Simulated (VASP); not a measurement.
Set up this calculation in VASP 6.6.1, as the native input.

```
Task                   : single point
Functional             : r2SCAN
Potentials or basis    : VASP PAW PBE potentials, release 64 (Zn, S)
Cutoff                 : 520 eV
k mesh                 : 6 × 6 × 4
Occupations            : gaussian, width 0.05 eV
Spin                   : no spin polarisation
Dipole correction      : no
Further INCAR settings : ALGO = Normal; EDIFF = 1e-06; NBANDS = 26
```

The system is ZnS.

```xyz
4
Lattice="3.8110 0.0000 0.0000 -1.9055 3.3004 0.0000 0.0000 0.0000 6.2340" Properties=species:S:1:pos:R:3 pbc="T T T"
Zn    0.0000    2.2003    0.0000
Zn    1.9055    1.1001    3.1170
S     0.0000    2.2003    1.9501
S     1.9055    1.1001    5.5171
```

This cell differs from its parent crystal: atom 3 (S) moved -0.450 Å along Cartesian [0 0 1].

The input as run:

POSCAR

```
ZnS
1.0
    3.8109987816      0.0000000000      0.0000000000
   -1.9054993908      3.3004217586      0.0000000000
    0.0000000000      0.0000000000      6.2340000000
Zn S
2 2
Direct
    0.3333333333      0.6666666667      0.0000000000
    0.6666666667      0.3333333333      0.5000000000
    0.3333333333      0.6666666667      0.3128152069
    0.6666666667      0.3333333333      0.8850000000
```

INCAR.step1

```
SYSTEM = ZnS
PREC     = Accurate       ! precision mode
ENCUT    = 520            ! plane-wave cutoff, eV
ISMEAR   = 0              ! smearing method
SIGMA    = 0.05           ! smearing width, eV
LREAL    = .False.        ! projectors in reciprocal space
LASPH    = .True.         ! aspherical terms in the spheres
NELM     = 60             ! most SCF steps
NBANDS   = 26             ! bands
GGA      = PE             ! functional
ALGO     = Normal         ! electronic algorithm
EDIFF    = 1E-4           ! SCF threshold, eV
LWAVE    = .True.         ! write WAVECAR
LCHARG   = .False.        ! write CHGCAR
```

INCAR.step2

```
SYSTEM = ZnS
PREC     = Accurate       ! precision mode
ENCUT    = 520            ! plane-wave cutoff, eV
EDIFF    = 1E-6           ! SCF threshold, eV
ISMEAR   = 0              ! smearing method
SIGMA    = 0.05           ! smearing width, eV
LREAL    = .False.        ! projectors in reciprocal space
LASPH    = .True.         ! aspherical terms in the spheres
NELM     = 60             ! most SCF steps
ALGO     = Normal         ! electronic algorithm
ISIF     = 2              ! what is computed and relaxed
LWAVE    = .False.        ! write WAVECAR
LCHARG   = .False.        ! write CHGCAR
METAGGA  = R2SCAN         ! meta-GGA
LMIXTAU  = .True.       
NBANDS   = 26             ! bands
ISTART   = 1
```

KPOINTS

```
Automatic mesh
0
Gamma
  6 6 4
  0 0 0
```

Potentials or basis: VASP PAW PBE potentials, release 64 (Zn, S).

The run is started by

```bash
$ cat potpaw_PBE.64/Zn/POTCAR potpaw_PBE.64/S/POTCAR > POTCAR
$ cp INCAR.step1 INCAR
$ mpirun -np 1 vasp_std > vasp.out
$ cp INCAR.step2 INCAR
$ mpirun -np 1 vasp_std > vasp.out
```

It gave:

The pressure is 5.2 GPa and the largest force is 7.450 eV/Å. The band gap on the k mesh is 2.37 eV.

Caveat: the cell differs from its parent crystal (atom 3 (S) moved -0.450 Å along Cartesian [0 0 1]); the cell stands under pressure; the PAW data sets were made with another functional, which shifts forces and pressure a little.

Run time: 82 s on 1 thread of Intel(R) Xeon(R) 6975P-C (Granite Rapids) (shared host), peak memory 0.21 GiB.
